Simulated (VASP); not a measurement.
**Fe: relaxation of cell and atoms with RPBE**

Fe:

```
Fe
1.0
     0.00000    1.80578    1.80578
     1.80578    0.00000    1.80578
     1.80578    1.80578    0.00000
Fe
1
Direct
  0.00000 0.00000 0.00000
```

* Program: VASP 6.6.1
* Task: relaxation of cell and atoms
* Functional: RPBE
* Potentials or basis: VASP PAW PBE potentials, release 64 (Fe)
* Cutoff: 600 eV
* k mesh: 15 × 15 × 15
* Occupations: fermi-dirac, width 0.1 eV
* Spin: no spin polarisation
* Dipole correction: no
* Further INCAR settings: ALGO = Normal; EDIFF = 1e-07; IBRION = 2; EDIFFG = -0.01; NSW = 80; ISIF = 3

```
Relaxed volume                         : 10.47 Å³/atom
Relaxed cell                           : a = 2.456 Å, b = 2.456 Å, c = 2.456 Å, α = 60.00°, β = 60.00°, γ = 60.00°
Space group after relaxing (to 0.05 Å) : Fm-3m (No. 225)
Energy gained by relaxing              : 105.8 meV/atom
Ionic steps                            : 7
Pressure after relaxing                : 0.0 GPa
Band gap on the k mesh                 : zero (band 4 reaches 7.85 eV, above the bottom of band 5 at 5.87 eV)
```

The path:
| step | energy change (eV) | largest force (eV/Å) | pressure (GPa) | volume (Å³) |
| --- | --- | --- | --- | --- |
| 1 | 0.0000 | 0.0000 | -23.22 | 11.78 |
| 2 | 0.0861 | 0.0000 | 51.18 | 9.10 |
| 3 | -0.1057 | 0.0000 | -0.96 | 10.51 |
| 4 | -0.1058 | 0.0000 | -0.18 | 10.48 |
| 5 | -0.1058 | 0.0000 | 0.44 | 10.46 |
| 6 | -0.1058 | 0.0000 | -0.53 | 10.50 |
| 7 | -0.1058 | 0.0000 | 0.03 | 10.47 |

Final structure:
```cif
data_structure
_symmetry_space_group_name_H-M 'P 1'
_symmetry_Int_Tables_number 1
_cell_length_a 2.4558
_cell_length_b 2.4558
_cell_length_c 2.4558
_cell_angle_alpha 60.000
_cell_angle_beta 60.000
_cell_angle_gamma 60.000
_cell_volume 10.47
loop_
_atom_site_label
_atom_site_type_symbol
_atom_site_fract_x
_atom_site_fract_y
_atom_site_fract_z
_atom_site_occupancy
Fe1 Fe 0.00000 0.00000 0.00000 1
```

Levels at points of the mesh, in eV from the Fermi level:
| k point | band 1 | band 2 | band 3 | band 4 | band 5 | band 6 | band 7 | band 8 |
| --- | --- | --- | --- | --- | --- | --- | --- | --- |
| (0.00, 0.00, 0.00) | -8.70 | -1.56 | -1.56 | -1.56 | -0.07 | -0.07 | 23.08 | 28.47 |

It took 2 min on 1 thread of AMD EPYC 7R13, on a shared host, peak memory 0.11 GiB.

Caveat: the PAW data sets were made with another functional, which shifts forces and pressure a little; the run has no spin polarisation, though such a crystal can be magnetic. Spin polarisation is off, so any magnetic state and its effect on volume and gap are missing.
